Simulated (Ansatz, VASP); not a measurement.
## Two plane-wave programs on GeSb4Te4

```
Ge Sb Te
1.0
     3.92528    0.00000    0.00000
    -1.96264    3.39939    0.00000
     0.00000    0.00000   15.64617
Ge Sb Te
1 4 4
Direct
  0.00000 0.00000 0.00000
  0.33333 0.66667 0.54586
  0.66667 0.33333 0.45414
  0.66667 0.33333 0.78736
  0.33333 0.66667 0.21264
  0.33333 0.66667 0.90322
  0.66667 0.33333 0.09678
  0.00000 0.00000 0.68674
  0.00000 0.00000 0.31326
```

Change from the starting cell: strain -0.080 along x and y, -0.080 along z, atoms carried along.

Alike in both runs: task single point; functional PBEsol; k mesh 12 × 12 × 4; occupations gaussian, width 0.15 eV; no spin polarisation.

|  | VASP | Ansatz |
| --- | --- | --- |
| version | VASP 6.6.1 | Ansatz 0.2.0 |
| potentials or method | VASP PAW PBE potentials, release 64 (Ge_d, Sb, Te), cutoff 520 eV | scalar-relativistic, plane waves, PAW |
| valence electrons in the cell | 58 | 138 |

VASP gave:

| Quantity | Value |
| --- | --- |
| gap on the k mesh at the Fermi level (eV) | none |
| pressure (GPa) | 25.0 |
| traceless stress, the component that is largest in VASP (GPa) | 0.21 |
| rms of the force components (eV/Å) | 0.832 |

Task: Which values does Ansatz return?

Result: gap on the k mesh at the Fermi level (eV): none; pressure (GPa): 24.4; traceless stress, the component that is largest in VASP (GPa): 0.23; rms of the force components (eV/Å): 0.773.

VASP's potentials were made for PBE, not for PBEsol. Atom by atom the forces differ by 0.061 eV/Å (rms over components). A gap of «none» marks a metal or a gap that the smearing closes. With one functional, cell and mesh, what is left measures potentials, basis and numerics. VASP's potentials hold 58 valence electrons a cell and Ansatz's 138, so a difference there can come from the potentials and not from the codes.

Spin-orbit coupling is off throughout.
